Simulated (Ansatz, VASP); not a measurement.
## One calculation of Cd3Mo, two programs

```
Cd Mo
1.0
     5.99626    0.00000    0.00000
    -2.99813    5.19292    0.00000
     0.00000    0.00000    4.96961
Cd Mo
6 2
Direct
  0.82971 0.65943 0.25000
  0.17029 0.82971 0.75000
  0.34057 0.17029 0.25000
  0.17029 0.34057 0.75000
  0.82971 0.17029 0.25000
  0.65943 0.82971 0.75000
  0.33333 0.66667 0.25000
  0.66667 0.33333 0.75000
```

Alike in both runs: functional PBE; k mesh 6 × 6 × 8; occupations gaussian, width 0.1 eV; no spin polarisation.

Ansatz relaxed the structure, and its values are those at the end. VASP's run is a single point on that final structure, the one shown.

|  | VASP | Ansatz |
| --- | --- | --- |
| version | VASP 6.6.1 | Ansatz 0.2.0 |
| potentials or method | VASP PAW PBE potentials, release 64 (Cd, Mo_sv), cutoff 520 eV | scalar-relativistic, plane waves, PAW |
| valence electrons in the cell | 100 | 148 |

|  | VASP | Ansatz | Ansatz less VASP |
| --- | --- | --- | --- |
| gap on the k mesh at the Fermi level (eV) | none | none | - |
| pressure (GPa) | 0.6 | 0.0 | -0.59 |
| rms of the force components (eV/Å) | 0.005 | 0.000 | -0.0045 |

A gap of «none» marks a metal or a gap that the smearing closes. VASP's potentials hold 100 valence electrons a cell and Ansatz's 148, so a difference there can come from the potentials and not from the codes.
